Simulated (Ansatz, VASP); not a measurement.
## Two plane-wave programs on SrTe

```
Sr Te
1.0
     0.00000    3.35922    3.35922
     3.35922    0.00000    3.35922
     3.35922    3.35922    0.00000
Sr Te
1 1
Direct
  0.00000 0.00000 0.00000
  0.50000 0.50000 0.50000
```

Alike in both runs: task relaxation of cell and atoms; functional PBE; k mesh 8 × 8 × 8; occupations gaussian, width 0.02 eV; no spin polarisation.

|  | VASP | Ansatz |
| --- | --- | --- |
| version | VASP 6.6.1 | Ansatz 0.2.0 |
| potentials or method | VASP PAW PBE potentials, release 64 (Sr_sv, Te), cutoff 500 eV | scalar-relativistic, plane waves, PAW |
| valence electrons in the cell | 16 | 26 |

```csv
,VASP,Ansatz,Ansatz less VASP
"gap on the k mesh at the Fermi level, each at its own relaxed structure (eV)",1.77,1.78,+0.016
relaxed volume (Å³/atom),38.02,37.91,-0.110
relaxed length of the cell vector where the two differ most in proportion (Å),4.755,4.751,-0.0046
```

VASP's potentials hold 16 valence electrons a cell and Ansatz's 26, so a difference there can come from the potentials and not from the codes.

Spin-orbit coupling is off throughout.
